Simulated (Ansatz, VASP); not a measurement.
## Two plane-wave programs on C

```
C
1.0
     1.22905    0.70959    3.28297
    -1.22905    0.70959    3.28297
     0.00000   -1.41918    3.28297
C
2
Direct
  0.15076 0.15076 0.17895
  0.84924 0.84924 0.82105
```

Change from the starting cell: mode 4 frozen in at -0.063 Å and mode 6 at -0.040 Å (largest displacements).

Alike in both runs: task single point; functional PBEsol; dispersion D3(BJ); k mesh 15 × 15 × 15; occupations gaussian, width 0.05 eV; no spin polarisation.

```csv
,VASP,Ansatz
version,VASP 6.6.1,Ansatz 0.2.0
potentials or method,"VASP PAW PBE potentials, release 64 (C), cutoff 520 eV","scalar-relativistic, plane waves, PAW"
valence electrons in the cell,8,8
```

```tsv
	VASP	Ansatz	Ansatz less VASP
gap on the k mesh at the Fermi level (eV)	0.07	0.07	+0.001
least direct gap on the mesh (eV)	0.10	0.10	+0.001
pressure (GPa)	2.8	2.1	-0.71
traceless stress, the component that is largest in VASP (GPa)	12.73	12.15	-0.579
rms of the force components (eV/Å)	2.947	2.942	-0.0050
```

VASP's potentials were made for PBE, not for PBEsol, and Ansatz warns of the same on its side. Atom by atom the forces differ by 0.011 eV/Å (rms over components).
